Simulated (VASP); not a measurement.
AlPt: single point with r2SCAN

Crystal: AlPt.

```xyz
2
Lattice="3.0498 0.0000 0.0000 0.0000 3.0498 0.0000 0.0000 0.0000 3.0498" Properties=species:S:1:pos:R:3 pbc="T T T"
Al    0.0000    0.0000    0.0000
Pt    1.5249    1.5249    1.5249
```

```
Program             : VASP 6.6.1
Task                : single point
Functional          : r2SCAN
Potentials or basis : VASP PAW PBE potentials, release 64 (Al, Pt)
Cutoff              : 520 eV
k mesh              : 9 × 9 × 9
Occupations         : methfessel-paxton, width 0.1 eV
Spin                : no spin polarisation
```

```yaml
Pressure: 3.2 GPa
```

Levels at points of the mesh, in eV from the Fermi level:
| k point | band 3 | band 4 | band 5 | band 6 | band 7 | band 8 | band 9 | band 10 |
| --- | --- | --- | --- | --- | --- | --- | --- | --- |
| (0.00, 0.00, 0.00) | -6.16 | -2.85 | -2.85 | -2.85 | 4.27 | 4.27 | 4.27 | 9.60 |

Run time: 46 s on 1 thread of Intel(R) Xeon(R) Platinum 8175M CPU @ 2.50GHz (Skylake/Cascade Lake), with other jobs on the host, peak memory 0.15 GiB.

Caveat: the PAW data sets were made with another functional, which shifts forces and pressure a little; spin-orbit coupling is left out, which moves the levels of the heavy elements.
